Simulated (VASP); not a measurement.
Runs of VASP 6.6.1 on Si2C. The structure is that of space group P4_2/mnm (No. 136), or close to it. The cells are those of the table. 

```csv
task,cell,k mesh,cutoff (eV),gap on the mesh (eV),pressure (GPa),largest force (eV/Å)
single point,"a = 5.064, b = 5.064, c = 2.884 Å, 6 atoms",8 × 8 × 14,520,none,0.1,0.01
single point,"a = 5.027, b = 5.027, c = 2.896 Å, 6 atoms",4 × 4 × 6,520,none,(b),0.03
single point,"a = 4.977, b = 4.977, c = 3.206 Å, 6 atoms",4 × 4 × 6,520,none,-6.6,0.59
relaxation of cell and atoms,"relaxed from a = 4.977, b = 4.977, c = 3.206 Å, 6 atoms",4 × 4 × 6,600,-,0.1,0.01
single point,"a = 2.884, b = 5.064, c = 5.064 Å, 6 atoms",8 × 6 × 6,520,none,(a),0.05
```

Alike in all rows: level PBE; potentials or basis VASP PAW PBE potentials, release 64 (Si, C); no spin polarisation; smearing gaussian 0.1 eV.

Task: Fill in the values left out.

Result: (a) 0.5; (b) -0.1.

Caveats: some runs use coarse meshes; the bands computed are all filled at some k points, so no gap is given (some runs).

A gap of «none» marks levels without a gap at the run's occupations.
